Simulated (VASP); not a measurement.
# Mg (Fm-3m) in VASP: notebook

Mg is run at these levels: BLYP; tasks: single point.

Program: VASP 6.6.1. These are calculated values, not measurements. Logs are shortened: lines on timing, memory, paths and dates and some standing lists are left out, and cuts for length are marked.

**1. The cell of the first run**

Symmetry: Fm-3m, No. 225, cubic system. Conventional cell: a = 4.499 Å, b = 4.499 Å, c = 4.499 Å, α = 90.00°, β = 90.00°, γ = 90.00°. Mg (site symmetry m-3m) has 12 Mg at 3.18 Å within 4.2 Å.

**2. Single point, BLYP (volume scaled by 0.96)**

The input, INCAR:

```
AGGAC    = 1.0          
AGGAX    = 1.0          
ALDAC    = 0.0          
ALDAX    = 1.0          
ALGO     = Normal         # electronic algorithm
EDIFF    = 1E-7           # SCF threshold, eV
ENCUT    = 520            # plane-wave cutoff, eV
GGA      = B5             # functional
ISIF     = 2              # what is computed and relaxed
ISMEAR   = -1             # smearing method
LASPH    = True           # aspherical terms in the spheres
LCHARG   = False          # write CHGCAR
LREAL    = False          # projectors in reciprocal space
LWAVE    = False          # write WAVECAR
NBANDS   = 7              # bands
NELM     = 80             # most SCF steps
PREC     = Accurate       # precision mode
SIGMA    = 0.1            # smearing width, eV
```

The input, KPOINTS:

```
k-points
0
Gamma
  13 13 13
```

The input, POSCAR:

```
Mg
1.0
    0.0000000000      2.2495638927      2.2495638927
    2.2495638927      0.0000000000      2.2495638927
    2.2495638927      2.2495638927      0.0000000000
Mg
1
Direct
    0.0000000000      0.0000000000      0.0000000000
```

Potentials or basis: VASP PAW PBE potentials, release 64 (Mg).

Command:

```sh
$ cat potpaw_PBE.64/Mg/POTCAR > POTCAR
$ mpirun -np 1 vasp_std > vasp.out
```

OUTCAR:

```text
EDIFF = 1E-7
   ENCUT = 520
   GGA = B5
   ISIF = 2
   ISMEAR = -1
   LASPH = True
   LREAL = False
   NELM = 80
   PREC = Accurate

 ion  position               nearest neighbor table
   1  0.000  0.000  0.000-

  LATTYP: Found a face centered cubic cell.
 ALAT       =     4.4991277854

  Lattice vectors:

 A1 = (   0.0000000000,   2.2495638927,   2.2495638927)
 A2 = (   2.2495638927,   0.0000000000,   2.2495638927)
 A3 = (   2.2495638927,   2.2495638927,   0.0000000000)

Analysis of symmetry for initial positions (statically):
=====================================================================
 Subroutine PRICEL returns:
 Original cell was already a primitive cell.

 Routine SETGRP: Setting up the symmetry group for a
 face centered cubic supercell.

 Subroutine GETGRP returns: Found 48 space group operations
 (whereof 48 operations were pure point group operations)
 out of a pool of 48 trial point group operations.

The static configuration has the point symmetry O_h .

Analysis of symmetry for dynamics (positions and initial velocities):
=====================================================================
 Subroutine PRICEL returns:
 Original cell was already a primitive cell.

 Routine SETGRP: Setting up the symmetry group for a
 face centered cubic supercell.

 Subroutine GETGRP returns: Found 48 space group operations
 (whereof 48 operations were pure point group operations)
 out of a pool of 48 trial point group operations.

The dynamic configuration has the point symmetry O_h .

 Subroutine INISYM returns: Found 48 space group operations
 (whereof 48 operations are pure point group operations),
 and found     1 'primitive' translations

----------------------------------------------------------------------------------------

                                     Primitive cell

  volume of cell :      22.7680

  direct lattice vectors                    reciprocal lattice vectors
     0.000000000  2.249563893  2.249563893    -0.222265303  0.222265303  0.222265303
     2.249563893  0.000000000  2.249563893     0.222265303 -0.222265303  0.222265303
     2.249563893  2.249563893  0.000000000     0.222265303  0.222265303 -0.222265303

  length of vectors
     3.181363766  3.181363766  3.181363766     0.384974797  0.384974797  0.384974797

  position of ions in fractional coordinates (direct lattice)
     0.000000000  0.000000000  0.000000000

  ion indices of the primitive-cell ions
   primitive index   ion index
                 1           1

----------------------------------------------------------------------------------------

 KPOINTS: k-points

Automatic generation of k-mesh.
 Grid dimensions read from file:
 generate k-points for:   13   13   13

 Generating k-lattice:

  Cartesian coordinates                     Fractional coordinates (reciprocal lattice)
    -0.017097331  0.017097331  0.017097331     0.076923077  0.000000000  0.000000000
     0.017097331 -0.017097331  0.017097331     0.000000000  0.076923077  0.000000000
     0.017097331  0.017097331 -0.017097331     0.000000000  0.000000000  0.076923077

  Length of vectors
     0.029613446  0.029613446  0.029613446

  Shift w.r.t. Gamma in fractional coordinates (k-lattice)
     0.000000000  0.000000000  0.000000000

 Subroutine IBZKPT returns following result:
 ===========================================

 Found     84 irreducible k-points:

 Following reciprocal coordinates:
            Coordinates               Weight
  0.000000  0.000000  0.000000      1.000000
  0.076923  0.000000  0.000000      8.000000
  0.153846  0.000000  0.000000      8.000000
  0.230769  0.000000  0.000000      8.000000
  0.307692  0.000000  0.000000      8.000000
  0.384615  0.000000  0.000000      8.000000
[... 16 lines left out ...]
  0.384615  0.153846  0.000000     24.000000
  0.461538  0.153846  0.000000     24.000000
 [... further k-points ...]
   k-points           NKPTS =     84   k-points in BZ     NKDIM =     84   number of bands    NBANDS=      7
   number of dos      NEDOS =    301   number of ions     NIONS =      1
   total plane-waves  NPLWV =  13824
   dimension x,y,z NGX =    24 NGY =   24 NGZ =   24
   dimension x,y,z NGXF=    48 NGYF=   48 NGZF=   48
   ions per type =               1
   NGX,Y,Z   is equivalent  to a cutoff of  12.54, 12.54, 12.54 a.u.
   NGXF,Y,Z  is equivalent  to a cutoff of  25.08, 25.08, 25.08 a.u.
 SYSTEM =  unknown system
   PREC   = accura    normal or accurate (medium, high low for compatibility)
   ISTART =      0    job   : 0-new  1-cont  2-samecut
   ICHARG =      2    charge: 1-file 2-atom 10-const
   ISPIN  =      1    spin polarized calculation?
   LNONCOLLINEAR =      F non collinear calculations
   LSORBIT =      F    spin-orbit coupling
   LASPH  =      T    aspherical Exc in radial PAW
   ENCUT  =  520.0 eV  38.22 Ry    6.18 a.u.   5.92  5.92  5.92*2*pi/ulx,y,z
   NELM   =     80;   NELMIN=  2; NELMDL= -5     # of ELM steps
   EDIFF  = 0.1E-06   stopping-criterion for ELM
   LREAL  =      F    real-space projection
   EDIFFG = 0.1E-05   stopping-criterion for IOM
   NSW    =      0    number of steps for IOM
   IBRION =     -1    ionic relax: 0-MD 1-quasi-New 2-CG
   NFREE  =      0    steps in history (QN), initial steepest desc. (CG)
   ISIF   =      2    stress and relaxation
   ISYM   =      2    0-nonsym 1-usesym 2-fastsym
   POTIM  = 0.5000    time-step for ionic-motion
   TEBEG  =    0.0;   TEEND  =   0.0 temperature during run
   PSTRESS=    0.0 pullay stress
   NELECT =       2.0000    total number of electrons
   NUPDOWN=      -1.0000    fix difference up-down
   EMIN   =  10.00;   EMAX   =-10.00  energy-range for DOS
   EFERMI =   0.00;   METHOD = LEGACY
   ISMEAR =    -1;   SIGMA  =   0.10  broadening in eV -4-tet -1-fermi 0-gaus
   EFERMI_NEDOS =   21; number of points for ismear=-14 and -15
   IALGO  =     38    algorithm
   IMIX   =      4    mixing-type and parameters
     AMIX     =   0.40;   BMIX     =  1.00
     AMIX_MAG =   1.60;   BMIX_MAG =  1.00
  volume/ion in A,a.u.               =      22.77       153.65
  Fermi-wavevector in a.u.,A,eV,Ry     =   0.727740  1.375230  7.205729  0.529606
  Thomas-Fermi vector in A             =   1.819040
   LORBIT       =      0    0 simple, 1 ext, 2 COOP (PROOUT), +10 PAW based schemes
   GGA     = B5    functional components
   LHFCALC =     F    Hartree Fock is set to
   AEXX    =    0.0000 exact exchange contribution
   IVDW    =     0    specifies the selected vdW correction
   LEPSILON=     F    determine dielectric tensor
   LRPA    =     F    only Hartree local field effects (RPA)
 non-spin polarized calculation
  energy-cutoff  :      520.00
  volume of cell :       22.77
 maximum number of plane-waves:       624
   NGX = 11   NGY = 11   NGZ = 11

 number of electron       2.0000000 magnetization

 Free energy of the ion-electron system (eV)
  ---------------------------------------------------
  ext. energy  EPLUGINS =         0.00000000
  ---------------------------------------------------
  free energy    TOTEN  =        -0.73903430 eV

  energy without entropy =       -0.72430420  energy(sigma->0) =       -0.73166925

 E-fermi :   3.1166     XC(G=0):  -8.0760

 val. band max:        3.1063679104   @ k =  -0.3077   0.3846   0.0769
 cond. band min:       3.1652122158   @ k =   0.4615   0.0769   0.0000
 fundamental gap:      0.0588443054
 Fermi energy:         3.1165511033

 k-point     1 :       0.0000    0.0000    0.0000
  band No.  band energies     occupation
      1      -3.8387      2.00000
      2      15.4624      0.00000
      3      15.4624      0.00000
      4      15.4624      0.00000
      5      17.3367      0.00000
      6      17.3367      0.00000
      7      17.3367      0.00000

 k-point     2 :       0.0769    0.0000    0.0000
  band No.  band energies     occupation
      1      -3.7064      2.00000
      2      13.6111      0.00000
      3      15.1664      0.00000
      4      15.1664      0.00000
      5      17.4088      0.00000
      6      17.8522      0.00000
      7      17.8522      0.00000

 k-point     3 :       0.1538    0.0000    0.0000
  band No.  band energies     occupation
      1      -3.3106      2.00000
      2      11.0821      0.00000
      3      14.6989      0.00000
      4      14.6989      0.00000
      5      17.0894      0.00000
      6      18.8780      0.00000
      7      18.8780      0.00000

 k-point     4 :       0.2308    0.0000    0.0000
  band No.  band energies     occupation
      1      -2.6547      2.00000
      2       8.6460      0.00000
      3      14.3520      0.00000
      4      14.3520      0.00000
      5      16.7884      0.00000
      6      17.8144      0.00000
      7      17.8144      0.00000

 k-point     5 :       0.3077    0.0000    0.0000
  band No.  band energies     occupation
      1      -1.7438      2.00000
      2       6.3810      0.00000
      3      14.1871      0.00000
      4      14.1871      0.00000
      5      16.6390      0.00000
      6      16.6993      0.00000
      7      16.6993      0.00000

 k-point     6 :       0.3846    0.0000    0.0000
  band No.  band energies     occupation
      1      -0.5852      2.00000
      2       4.3143      0.00001
      3      14.2125      0.00000
      4      14.2125      0.00000
      5      15.8068      0.00000
      6      15.8068      0.00000
      7      16.6825      0.00000

 k-point     7 :       0.4615    0.0000    0.0000
  band No.  band energies     occupation
      1       0.8074      2.00000
      2       2.4666      1.99700
      3      14.3817      0.00000
      4      14.3817      0.00000
      5      15.2013      0.00000
      6      15.2013      0.00000
      7      16.8613      0.00000
[... 121 lines left out ...]
 k-point    20 :       0.1538    0.1538    0.0000
  band No.  band energies     occupation
      1      -3.1352      2.00000
      2      12.6772      0.00000
      3      12.9883      0.00000
      4      12.9883      0.00000
      5      15.4802      0.00000
      6      16.3236      0.00000
      7      20.8980      0.00000

 k-point    21 :       0.2308    0.1538    0.0000
  band No.  band energies     occupation
      1      -2.6546      2.00000
      2      10.5491      0.00000
      3      12.4495      0.00000
      4      13.1778      0.00000
      5      14.4386      0.00000
      6      16.0631      0.00000
      7      21.1362      0.00000

 k-point    22 :       0.3077    0.1538    0.0000
  band No.  band energies     occupation
      1      -1.9165      2.00000
      2       8.2474      0.00000
      3      12.1276      0.00000
      4      12.7452      0.00000
      5      13.5561      0.00000
      6      17.2207      0.00000
      7      20.3258      0.00000

 k-point    23 :       0.3846    0.1538    0.0000
  band No.  band energies     occupation
      1      -0.9271      2.00000
      2       6.0808      0.00000
      3      11.8522      0.00000
      4      12.0237      0.00000
      5      13.3157      0.00000
      6      18.8657      0.00000
      7      19.3316      0.00000

 k-point    24 :       0.4615    0.1538    0.0000
  band No.  band energies     occupation
      1       0.3049      2.00000
      2       4.1034      0.00010
      3      11.0179      0.00000
      4      12.1392      0.00000
      5      13.4225      0.00000
      6      18.5030      0.00000
      7      20.2575      0.00000

 [... further k-points ...]
[... 5 lines left out ...]
  --------------------------------------------------------------------------------------
  -------------------------------------------------------------------------------------
  Total        0.1877522      0.1877522      0.1877522     -0.0000000     -0.0000000      0.0000000
  in kB       13.2120605     13.2120605     13.2120605     -0.0000000     -0.0000000      0.0000000
  external PRESSURE =      13.2120605 kB  Pullay stress =       0.0000000 kB

 VOLUME and BASIS-vectors are now :
 -----------------------------------------------------------------------------
  energy-cutoff  :      520.00
  volume of cell :       22.77
      direct lattice vectors                 reciprocal lattice vectors
     0.000000000  2.249563893  2.249563893    -0.222265303  0.222265303  0.222265303
     2.249563893  0.000000000  2.249563893     0.222265303 -0.222265303  0.222265303
     2.249563893  2.249563893  0.000000000     0.222265303  0.222265303 -0.222265303

 POSITION                                       TOTAL-FORCE (eV/Angst)
 -----------------------------------------------------------------------------------
      0.00000      0.00000      0.00000         0.000000      0.000000     -0.000000
 -----------------------------------------------------------------------------------
    total drift:                               -0.000000     -0.000000     -0.000000

  FREE ENERGIE OF THE ION-ELECTRON SYSTEM (eV)
  ---------------------------------------------------
  free  energy   TOTEN  =        -0.7390343011 eV

  energy  without entropy=       -0.7243041985  energy(sigma->0) =       -0.73166925
```

Run time: 18 s. Hardware: 1 thread of Intel Xeon 8259CL, shared host; peak memory 0.14 GiB.

Results:

| Item | Value |
| --- | --- |
| Free energy | -0.7390 eV |
| Pressure | 1.3 GPa |
| Band gap on the k mesh | zero (band 1 reaches 3.91 eV, above the bottom of band 2 at 2.03 eV) |

Caveat: the cell differs from its parent crystal (volume scaled by 0.96); the PAW data sets were made with another functional, which shifts forces and pressure a little.

**3. Single point, BLYP**

This run uses another cell than the first one, of 23.72 Å³/atom, 1.042 times its volume.

The input, INCAR:

```
SYSTEM = Mg
AGGAC = 1.0
AGGAX = 1.0
ALDAC = 0.0
ALDAX = 1.0
ALGO = Normal
EDIFF = 1E-6
ENCUT = 520
GGA = B5
ISIF = 2
ISMEAR = -1
LASPH = .True.
LCHARG = .True.
LELF = .True.
LREAL = .False.
LVHAR = .True.
LWAVE = .False.
NBANDS = 7
NELM = 60
PREC = Accurate
SIGMA = 0.1
```

The input, KPOINTS:

```
k-points
0
Gamma
  13 13 13
  0 0 0
```

The input, POSCAR:

```
Mg
1.0
    0.0000000000      2.2803836662      2.2803836662
    2.2803836662      0.0000000000      2.2803836662
    2.2803836662      2.2803836662      0.0000000000
Mg
1
Direct
    0.0000000000      0.0000000000      0.0000000000
```

Potentials or basis: VASP PAW PBE potentials, release 64 (Mg).

Command:

```sh
$ cat potpaw_PBE.64/Mg/POTCAR > POTCAR
$ mpirun -np 1 vasp_std > vasp.out
```

Run time: 21 s. Hardware: 1 thread of Intel Xeon 8259CL, shared host; peak memory 0.14 GiB.

Results (log left out):

```yaml
Free_energy: -0.7428 eV
Pressure: 0.0 GPa
Band_gap_on_the_k_mesh: zero (band 1 reaches 3.70 eV, above the bottom of band 2 at 1.83 eV)
```

Levels at points of the mesh, in eV from the Fermi level:
```tsv
k point	band 1	band 2	band 3	band 4
(0.00, 0.00, 0.00)	-6.79	12.09	12.09	12.09
```

Caveat: the PAW data sets were made with another functional, which shifts forces and pressure a little.

(Part 1 of 2 ends here.)
